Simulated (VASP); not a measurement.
# MgI2 (P-3m1) in VASP: notebook, part 2 of 3

VASP 6.6.1.

### 3 Electric field gradients, PBEsol

File INCAR:

```
SYSTEM = MgI2
PREC = Accurate ; ENCUT = 520
EDIFF = 1E-8 ; ISMEAR = -1
SIGMA = 0.03 ; LREAL = .False.
LASPH = .True. ; NELM = 60
ALGO = Normal ; ISIF = 2
LWAVE = .False. ; LCHARG = .False.
GGA = PS ; LEFG = .True.
NBANDS = 15
```

File KPOINTS:

```
regular mesh
0
Gamma
  7 7 4
  0 0 0
```

File POSCAR:

```
MgI2
1.0
    4.1537001214      0.0000000000      0.0000000000
   -2.0768500607      3.5972098248      0.0000000000
    0.0000000000      0.0000000000      6.8620000000
Mg I
1 2
Direct
    0.0000000000      0.0000000000      0.0000000000
    0.3333333333      0.6666666667      0.7576300000
    0.6666666667      0.3333333333      0.2423700000
```

Potentials or basis: VASP PAW PBE potentials, release 64 (Mg, I).

The run is started by

```sh
$ cat potpaw_PBE.64/Mg/POTCAR potpaw_PBE.64/I/POTCAR > POTCAR
$ mpirun -np 1 vasp_std > vasp.out
```

OUTCAR:

```text
SYSTEM = MgI2
   PREC = Accurate
   ENCUT = 520
   EDIFF = 1E-8
   ISMEAR = -1
   LREAL = .False.
   LASPH = .True.
   NELM = 60
   ISIF = 2
   GGA = PS

 ion  position               nearest neighbor table
   1  0.000  0.000  0.000-   2 2.92   3 2.92   2 2.92   3 2.92   3 2.92   2 2.92
   2  0.333  0.667  0.758-   1 2.92   1 2.92   1 2.92
   3  0.667  0.333  0.242-   1 2.92   1 2.92   1 2.92

  LATTYP: Found a hexagonal cell.
 ALAT       =     4.1537001214
 C/A-ratio  =     1.6520210413

  Lattice vectors:

 A1 = (   4.1537001214,   0.0000000000,   0.0000000000)
 A2 = (  -2.0768500607,   3.5972098248,   0.0000000000)
 A3 = (   0.0000000000,   0.0000000000,   6.8620000000)

Analysis of symmetry for initial positions (statically):
=====================================================================
 Subroutine PRICEL returns:
 Original cell was already a primitive cell.
[... 629 lines left out ...]
    -2.076850061  3.597209825  0.000000000     0.000000000  0.277993236  0.000000000
     0.000000000  0.000000000  6.862000000     0.000000000  0.000000000  0.145730108

 POSITION                                       TOTAL-FORCE (eV/Angst)
 -----------------------------------------------------------------------------------
      0.00000      0.00000      0.00000         0.000000      0.000000     -0.000000
     -0.00000      2.39814      5.19886         0.000000     -0.000000      0.038794
      2.07685      1.19907      1.66314        -0.000000      0.000000     -0.038794
 -----------------------------------------------------------------------------------
    total drift:                               -0.000000      0.000000     -0.000000

  FREE ENERGIE OF THE ION-ELECTRON SYSTEM (eV)
  ---------------------------------------------------
  free  energy   TOTEN  =        -8.4202495646 eV

  energy  without entropy=       -8.4202495646  energy(sigma->0) =       -8.42024956

 Electric field gradients (V/A^2)
---------------------------------------------------------------------
 ion       V_xx      V_yy      V_zz      V_xy      V_xz      V_yz
---------------------------------------------------------------------
   1      -0.133    -0.133     0.265    -0.000    -0.000     0.000
   2      24.484    24.483   -48.967    -0.000     0.000    -0.000
   3      24.484    24.483   -48.967    -0.000     0.000    -0.000
---------------------------------------------------------------------

 Electric field gradients after diagonalization (V/A^2)
 (convention: |V_zz| > |V_xx| > |V_yy|)
----------------------------------------------------------------------
 ion       V_xx      V_yy      V_zz     asymmetry (V_yy - V_xx)/ V_zz
----------------------------------------------------------------------
   1      -0.133    -0.133     0.265       0.000
   2      24.484    24.483   -48.967       0.000
   3      24.484    24.483   -48.967       0.000
----------------------------------------------------------------------

           NMR quadrupolar parameters

 Cq : quadrupolar parameter    Cq=e*Q*V_zz/h
 eta: asymmetry parameters     (V_yy - V_xx)/ V_zz
 Q  : nuclear electric quadrupole moment in mb (millibarn)
----------------------------------------------------------------------
 ion       Cq(MHz)       eta       Q (mb)
----------------------------------------------------------------------
   1       0.001       0.000       1.000
   2      -0.118       0.000       1.000
   3      -0.118       0.000       1.000
----------------------------------------------------------------------
```

OSZICAR:

```text
N       E                     dE             d eps       ncg     rms          rms(c)
DAV:   1     0.739590048399E+02    0.73959E+02   -0.58529E+03   840   0.844E+02
DAV:   2    -0.266499969824E+01   -0.76624E+02   -0.69647E+02  1198   0.132E+02
DAV:   3    -0.847094681947E+01   -0.58059E+01   -0.57837E+01  1127   0.408E+01
DAV:   4    -0.857729162974E+01   -0.10634E+00   -0.10634E+00  1143   0.668E+00
DAV:   5    -0.857845664260E+01   -0.11650E-02   -0.11650E-02  1177   0.653E-01    0.401E+00
DAV:   6    -0.845238329341E+01    0.12607E+00   -0.10011E-01   931   0.159E+00    0.265E+00
DAV:   7    -0.842250237266E+01    0.29881E-01   -0.10249E-01  1015   0.156E+00    0.640E-01
DAV:   8    -0.842027326454E+01    0.22291E-02   -0.74672E-03   924   0.480E-01    0.264E-01
DAV:   9    -0.842026039908E+01    0.12865E-04   -0.82390E-04  1162   0.168E-01    0.105E-01
DAV:  10    -0.842024738366E+01    0.13015E-04   -0.38681E-05   994   0.414E-02    0.372E-02
DAV:  11    -0.842024921376E+01   -0.18301E-05   -0.58006E-06  1078   0.136E-02    0.215E-02
DAV:  12    -0.842024935377E+01   -0.14001E-06   -0.53248E-07  1078   0.421E-03    0.811E-03
DAV:  13    -0.842024943349E+01   -0.79719E-07   -0.68907E-08  1057   0.138E-03    0.349E-03
DAV:  14    -0.842024961262E+01   -0.17913E-06   -0.15681E-07   938   0.227E-03    0.286E-03
DAV:  15    -0.842024959059E+01    0.22028E-07   -0.91123E-09   917   0.586E-04    0.188E-03
DAV:  16    -0.842024956478E+01    0.25810E-07   -0.74210E-09   700   0.442E-04    0.418E-04
DAV:  17    -0.842024956462E+01    0.16655E-09   -0.85791E-10   623   0.188E-04
   1 F= -.84202496E+01 E0= -.84202496E+01  d E =-.171001E-10
```

stdout:

```text
POSCAR found type information on POSCAR MgI
 POSCAR found :  2 types and       3 ions
 scaLAPACK will be used
 -----------------------------------------------------------------------------
|                                                                             |
|                                                                             |
|     You enforced a specific xc type in the INCAR file but a different       |
|     I HOPE YOU KNOW WHAT YOU ARE DOING!                                     |
|                                                                             |
 -----------------------------------------------------------------------------

 LDA part: xc-table for (Slater+PW92), standard interpolation
 POSCAR, INCAR and KPOINTS ok, starting setup
 FFT: planning ... GRIDC
 FFT: planning ... GRID_SOFT
 FFT: planning ... GRID
 WAVECAR not read
 entering main loop
ion   1

ion   2

ion   3
```

It took 22 s on 1 thread of Intel Xeon 6975P-C (Granite Rapids), shared host; peak memory 0.23 GiB.

What came out:

* Free energy: -8.4202 eV
* Pressure: -0.2 GPa
* Largest force: 0.039 eV/Å
* Band gap on the k mesh: 3.46 eV, indirect (least direct gap 3.57 eV)

Forces on the atoms (eV/Å):
```
Mg   0.000  0.000  0.000
I    0.000  0.000  0.039
I    0.000  0.000 -0.039
```

Electric field gradients, principal values (V/Å²):
```
atom   least  middle  greatest (by size)
1 Mg  -0.133  -0.133               0.265
 2 I  24.483  24.484             -48.967
 3 I  24.483  24.484             -48.967
```

Caveat: without QUAD_EFG the Cq values of the log hold for a quadrupole moment of 1 mb, not for the nuclei; the PAW data sets were made with another functional, which shifts forces and pressure a little; spin-orbit coupling is left out, which moves the levels of the heavy elements; this functional lacks dispersion, which binds the layers, so the pressure and a relaxed spacing across them are unreliable. A k mesh can miss the band edges.

### 4 Electric field gradients, PBEsol (volume scaled by 1.01)

File INCAR:

```
SYSTEM = MgI2
PREC = Accurate
ENCUT = 520
EDIFF = 1E-8
ISMEAR = -1
SIGMA = 0.03
LREAL = .FALSE.
LASPH = .TRUE.
NELM = 60
ALGO = Normal
ISIF = 2
LWAVE = .FALSE.
LCHARG = .FALSE.
GGA = PS
LEFG = .TRUE.
NBANDS = 15
```

File KPOINTS:

```
Automatic mesh
0
G
  7 7 4
  0 0 0
```

File POSCAR:

```
MgI2
1.0
    4.1674998910      0.0000000000      0.0000000000
   -2.0837499455      3.6091607758      0.0000000000
    0.0000000000      0.0000000000      6.8847975097
Mg I
1 2
Direct
    0.0000000000      0.0000000000      0.0000000000
    0.3333333333      0.6666666667      0.7576300000
    0.6666666667      0.3333333333      0.2423700000
```

Potentials or basis: VASP PAW PBE potentials, release 64 (Mg, I).

The run is started by

```sh
$ cat potpaw_PBE.64/Mg/POTCAR potpaw_PBE.64/I/POTCAR > POTCAR
$ mpirun -np 1 vasp_std > vasp.out
```

OUTCAR:

```text
SYSTEM = MgI2
   PREC = Accurate
   ENCUT = 520
   EDIFF = 1E-8
   ISMEAR = -1
   LREAL = .FALSE.
   LASPH = .TRUE.
   NELM = 60
   ISIF = 2
   GGA = PS

 ion  position               nearest neighbor table
   1  0.000  0.000  0.000-   2 2.93   3 2.93   2 2.93   3 2.93   3 2.93   2 2.93
   2  0.333  0.667  0.758-   1 2.93   1 2.93   1 2.93
   3  0.667  0.333  0.242-   1 2.93   1 2.93   1 2.93

  LATTYP: Found a hexagonal cell.
 ALAT       =     4.1674998910
 C/A-ratio  =     1.6520210413

  Lattice vectors:

 A1 = (   4.1674998910,   0.0000000000,   0.0000000000)
 A2 = (  -2.0837499455,   3.6091607758,   0.0000000000)
 A3 = (   0.0000000000,   0.0000000000,   6.8847975097)

Analysis of symmetry for initial positions (statically):
=====================================================================
 Subroutine PRICEL returns:
 Original cell was already a primitive cell.
[... 629 lines left out ...]
    -2.083749946  3.609160776  0.000000000     0.000000000  0.277072722  0.000000000
     0.000000000  0.000000000  6.884797510     0.000000000  0.000000000  0.145247554

 POSITION                                       TOTAL-FORCE (eV/Angst)
 -----------------------------------------------------------------------------------
      0.00000      0.00000      0.00000        -0.000000      0.000000      0.000000
     -0.00000      2.40611      5.21613        -0.000000      0.000000      0.086090
      2.08375      1.20305      1.66867         0.000000     -0.000000     -0.086090
 -----------------------------------------------------------------------------------
    total drift:                               -0.000000      0.000000     -0.000000

  FREE ENERGIE OF THE ION-ELECTRON SYSTEM (eV)
  ---------------------------------------------------
  free  energy   TOTEN  =        -8.4179759955 eV

  energy  without entropy=       -8.4179759955  energy(sigma->0) =       -8.41797600

 Electric field gradients (V/A^2)
---------------------------------------------------------------------
 ion       V_xx      V_yy      V_zz      V_xy      V_xz      V_yz
---------------------------------------------------------------------
   1      -0.137    -0.137     0.274    -0.000    -0.000     0.000
   2      24.464    24.464   -48.928    -0.000     0.000    -0.000
   3      24.464    24.464   -48.928    -0.000     0.000    -0.000
---------------------------------------------------------------------

 Electric field gradients after diagonalization (V/A^2)
 (convention: |V_zz| > |V_xx| > |V_yy|)
----------------------------------------------------------------------
 ion       V_xx      V_yy      V_zz     asymmetry (V_yy - V_xx)/ V_zz
----------------------------------------------------------------------
   1      -0.137    -0.137     0.274       0.000
   2      24.464    24.464   -48.928       0.000
   3      24.464    24.464   -48.928       0.000
----------------------------------------------------------------------

           NMR quadrupolar parameters

 Cq : quadrupolar parameter    Cq=e*Q*V_zz/h
 eta: asymmetry parameters     (V_yy - V_xx)/ V_zz
 Q  : nuclear electric quadrupole moment in mb (millibarn)
----------------------------------------------------------------------
 ion       Cq(MHz)       eta       Q (mb)
----------------------------------------------------------------------
   1       0.001       0.000       1.000
   2      -0.118       0.000       1.000
   3      -0.118       0.000       1.000
----------------------------------------------------------------------
```

Wall time 20 s (1 thread of Intel Xeon 6975P-C (Granite Rapids), shared host); peak memory 0.23 GiB.

Results:

```yaml
Free_energy: -8.4180 eV
Pressure: -0.5 GPa
Largest_force: 0.086 eV/Å
Band_gap_on_the_k_mesh: 3.46 eV, indirect (least direct gap 3.53 eV)
```

Forces on the atoms (eV/Å):
```
Mg   0.000  0.000  0.000
I    0.000  0.000  0.086
I    0.000  0.000 -0.086
```

Levels at points of the mesh, in eV from the valence-band top:
```
           k point  band 5  band 6  band 7  band 8  band 9  band 10  band 11  band 12
(0.00, 0.00, 0.00)   -0.47   -0.09   -0.09    0.00    3.53     4.62     6.61     6.61
(0.00, 0.00, 0.50)   -0.37   -0.37   -0.19   -0.19    4.51     4.70     6.43     6.43
```

Electric field gradients, principal values (V/Å²):
```
atom   least  middle  greatest (by size)
1 Mg  -0.137  -0.137               0.274
 2 I  24.464  24.464             -48.928
 3 I  24.464  24.464             -48.928
```

Caveat: without QUAD_EFG the Cq values of the log hold for a quadrupole moment of 1 mb, not for the nuclei; the PAW data sets were made with another functional, which shifts forces and pressure a little; spin-orbit coupling is left out, which moves the levels of the heavy elements; this functional lacks dispersion, which binds the layers, so the pressure and a relaxed spacing across them are unreliable.

### 5 Electric field gradients, PBEsol (volume scaled by 1.01)

File INCAR:

```
PREC = Accurate
ENCUT = 520
EDIFF = 1E-8
ISMEAR = -1
SIGMA = 0.03
LREAL = F
LASPH = T
NELM = 60
ALGO = Normal
ISIF = 2
LWAVE = F
LCHARG = F
GGA = PS
LEFG = T
NBANDS = 15
```

File KPOINTS:

```
Automatic mesh
0
Gamma
  7 7 4
```

POSCAR is that of step 4.

Potentials or basis: VASP PAW PBE potentials, release 64 (Mg, I).

The run is started by

```sh
$ cat potpaw_PBE.64/Mg/POTCAR potpaw_PBE.64/I/POTCAR > POTCAR
$ mpirun -np 1 vasp_std > vasp.out
```

OUTCAR:

```text
PREC = Accurate
   ENCUT = 520
   EDIFF = 1E-8
   ISMEAR = -1
   LREAL = F
   LASPH = T
   NELM = 60
   ISIF = 2
   GGA = PS

 ion  position               nearest neighbor table
   1  0.000  0.000  0.000-   2 2.93   3 2.93   2 2.93   3 2.93   3 2.93   2 2.93
   2  0.333  0.667  0.758-   1 2.93   1 2.93   1 2.93
   3  0.667  0.333  0.242-   1 2.93   1 2.93   1 2.93

  LATTYP: Found a hexagonal cell.
 ALAT       =     4.1674998910
 C/A-ratio  =     1.6520210413

  Lattice vectors:

 A1 = (   4.1674998910,   0.0000000000,   0.0000000000)
[... 652 lines left out ...]

 Electric field gradients (V/A^2)
---------------------------------------------------------------------
 ion       V_xx      V_yy      V_zz      V_xy      V_xz      V_yz
---------------------------------------------------------------------
   1      -0.137    -0.137     0.274    -0.000    -0.000     0.000
   2      24.464    24.464   -48.928    -0.000     0.000    -0.000
   3      24.464    24.464   -48.928    -0.000     0.000    -0.000
---------------------------------------------------------------------

 Electric field gradients after diagonalization (V/A^2)
 (convention: |V_zz| > |V_xx| > |V_yy|)
----------------------------------------------------------------------
 ion       V_xx      V_yy      V_zz     asymmetry (V_yy - V_xx)/ V_zz
----------------------------------------------------------------------
   1      -0.137    -0.137     0.274       0.000
   2      24.464    24.464   -48.928       0.000
   3      24.464    24.464   -48.928       0.000
----------------------------------------------------------------------

           NMR quadrupolar parameters

 Cq : quadrupolar parameter    Cq=e*Q*V_zz/h
 eta: asymmetry parameters     (V_yy - V_xx)/ V_zz
 Q  : nuclear electric quadrupole moment in mb (millibarn)
----------------------------------------------------------------------
 ion       Cq(MHz)       eta       Q (mb)
----------------------------------------------------------------------
   1       0.001       0.000       1.000
   2      -0.118       0.000       1.000
   3      -0.118       0.000       1.000
----------------------------------------------------------------------
```

OSZICAR:

```text
N       E                     dE             d eps       ncg     rms          rms(c)
DAV:   1     0.759934012515E+02    0.75993E+02   -0.58336E+03   840   0.839E+02
DAV:   2    -0.223240124960E+01   -0.78226E+02   -0.71039E+02  1182   0.131E+02
DAV:   3    -0.846003607019E+01   -0.62276E+01   -0.61982E+01  1085   0.424E+01
DAV:   4    -0.857911935023E+01   -0.11908E+00   -0.11907E+00  1147   0.700E+00
DAV:   5    -0.858116893905E+01   -0.20496E-02   -0.20496E-02  1149   0.856E-01    0.394E+00
DAV:   6    -0.845106756824E+01    0.13010E+00   -0.10267E-01   959   0.162E+00    0.262E+00
DAV:   7    -0.842027609932E+01    0.30791E-01   -0.10332E-01   973   0.157E+00    0.646E-01
DAV:   8    -0.841801081055E+01    0.22653E-02   -0.74625E-03   966   0.480E-01    0.278E-01
DAV:   9    -0.841798980015E+01    0.21010E-04   -0.90110E-04  1148   0.174E-01    0.112E-01
DAV:  10    -0.841797396633E+01    0.15834E-04   -0.45270E-05  1029   0.448E-02    0.386E-02
DAV:  11    -0.841797554976E+01   -0.15834E-05   -0.60833E-06  1043   0.140E-02    0.195E-02
DAV:  12    -0.841797577810E+01   -0.22833E-06   -0.50809E-07  1155   0.426E-03    0.760E-03
DAV:  13    -0.841797596372E+01   -0.18562E-06   -0.15463E-07  1008   0.202E-03    0.224E-03
DAV:  14    -0.841797603522E+01   -0.71508E-07   -0.86845E-08  1043   0.167E-03    0.295E-03
DAV:  15    -0.841797600506E+01    0.30166E-07   -0.77351E-09   875   0.486E-04    0.100E-03
DAV:  16    -0.841797599551E+01    0.95424E-08   -0.27223E-09   749   0.291E-04
   1 F= -.84179760E+01 E0= -.84179760E+01  d E =-.265522E-10
```

It took 63 s on 1 thread of AMD EPYC 7R13 (Zen 3), shared host; peak memory 0.21 GiB.

What came out:

* Free energy: -8.4180 eV
* Pressure: -0.5 GPa
* Largest force: 0.086 eV/Å
* Band gap on the k mesh: 3.46 eV, indirect (least direct gap 3.53 eV)

Forces in eV/Å, atoms in the order of the input:
```
Mg   0.000  0.000  0.000
I    0.000  0.000  0.086
I    0.000  0.000 -0.086
```

Levels at points of the mesh, in eV from the valence-band top:
```
           k point  band 5  band 6  band 7  band 8  band 9  band 10  band 11  band 12
(0.00, 0.00, 0.00)   -0.47   -0.09   -0.09    0.00    3.53     4.62     6.61     6.61
(0.00, 0.00, 0.50)   -0.37   -0.37   -0.19   -0.19    4.51     4.70     6.43     6.43
```

Electric field gradients, principal values (V/Å²):
| atom | least | middle | greatest (by size) |
| --- | --- | --- | --- |
| 1 Mg | -0.137 | -0.137 | 0.274 |
| 2 I | 24.464 | 24.464 | -48.928 |
| 3 I | 24.464 | 24.464 | -48.928 |

Caveat: without QUAD_EFG the Cq values of the log hold for a quadrupole moment of 1 mb, not for the nuclei; the PAW data sets were made with another functional, which shifts forces and pressure a little; spin-orbit coupling is left out, which moves the levels of the heavy elements; this functional lacks dispersion, which binds the layers, so the pressure and a relaxed spacing across them are unreliable. A k mesh can miss the band edges.

(Continued in part 3 of 3.)
